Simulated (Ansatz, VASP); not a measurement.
# O: VASP beside Ansatz

```xyz
2
Lattice="2.9073 -1.6950 0.0000 2.9073 1.6950 0.0000 -2.4415 0.0000 3.7186" Properties=species:S:1:pos:R:3 pbc="T T T"
O     3.6050    0.0000    3.1401
O    -0.2318    0.0000    0.5785
```

Change from the starting cell: volume scaled by 1.06.

Alike in both runs: task single point; functional PBEsol; k mesh 10 × 10 × 7; occupations fermi-dirac, width 0.05 eV; no spin polarisation.

```csv
,VASP,Ansatz
version,VASP 6.6.1,Ansatz 0.2.0
potentials or method,"VASP PAW PBE potentials, release 64 (O), cutoff 520 eV","all-electron LAPW, scalar-relativistic"
```

|  | VASP | Ansatz | Ansatz less VASP |
| --- | --- | --- | --- |
| gap on the k mesh at the Fermi level (eV) | none | none | - |
| pressure (GPa) | -4.5 | -6.0 | -1.49 |
| traceless stress, the component that is largest in VASP (GPa) | -4.01 | -6.79 | -2.784 |
| rms of the force components (eV/Å) | 0.741 | 1.298 | +0.5576 |

VASP's potentials were made for PBE, not for PBEsol. Atom by atom the forces differ by 0.559 eV/Å (rms over components). A gap of «none» marks a metal or a gap that the smearing closes. Ansatz ran all-electron here, and VASP with PAW potentials.

Noted on VASP's run: the standard files for N, O and F lose accuracy on very short bonds; spin is off for a triplet molecule. Noted on Ansatz's run: spin is off for a triplet molecule.
